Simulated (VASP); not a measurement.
A run of VASP 6.6.1 is set up as follows.

Contents of INCAR:

```
PREC = Accurate
ENCUT = 520
EDIFF = 1E-6
ISMEAR = 0
SIGMA = 0.1
LREAL = F
LASPH = T
NELM = 60
ALGO = Normal
ISIF = 2
LWAVE = F
LCHARG = F
GGA = PE
NBANDS = 41
```

KPOINTS

```
Automatic mesh
0
Gamma
  6 6 1
```

Contents of POSCAR:

```
Mg5CdS6
1.0
    3.8946679800      0.0000000000      0.0000000000
   -1.9473339900      3.3728814100      0.0000000000
    0.0000000000      0.0000000000     19.0798985100
Mg Cd S
5 1 6
Direct
    0.3333333300      0.6666666700      0.8333333300
    0.0000000000      0.0000000000      0.0000000000
    0.6666666700      0.3333333300      0.1666666700
    0.3333333300      0.6666666700      0.3333333300
    0.6666666700      0.3333333300      0.6666666700
    0.0000000000      0.0000000000      0.5000000000
    0.6666666700      0.3333333300      0.9166666700
    0.3333333300      0.6666666700      0.0833333300
    0.0000000000      0.0000000000      0.2500000000
    0.6666666700      0.3333333300      0.4166666700
    0.3333333300      0.6666666700      0.5833333300
    0.0000000000      0.0000000000      0.7500000000
```

Potentials or basis: VASP PAW PBE potentials, release 64 (Mg, Cd, S).

The run is started by

```console
$ cat potpaw_PBE.64/Mg/POTCAR potpaw_PBE.64/Cd/POTCAR potpaw_PBE.64/S/POTCAR > POTCAR
$ mpirun -np 1 vasp_std > vasp.out
```

Estimate the largest force.

0.586 eV/Å.

Estimate the pressure.

-7.1 GPa.

What does it give for the band gap on the k mesh?

1.80 eV (least direct gap 2.10 eV).

Forces in eV/Å, atoms in the order of the input:
```
Mg   0.000  0.000 -0.003
Mg   0.000  0.000  0.000
Mg   0.000  0.000  0.003
Mg   0.000  0.000 -0.049
Mg   0.000  0.000  0.049
Cd   0.000  0.000  0.000
S    0.000  0.000  0.000
S    0.000  0.000  0.000
S    0.000  0.000 -0.005
S    0.000  0.000 -0.586
S    0.000  0.000  0.586
S    0.000  0.000  0.005
```

Caveat: the cell stands under tension. A k mesh can miss the band edges.
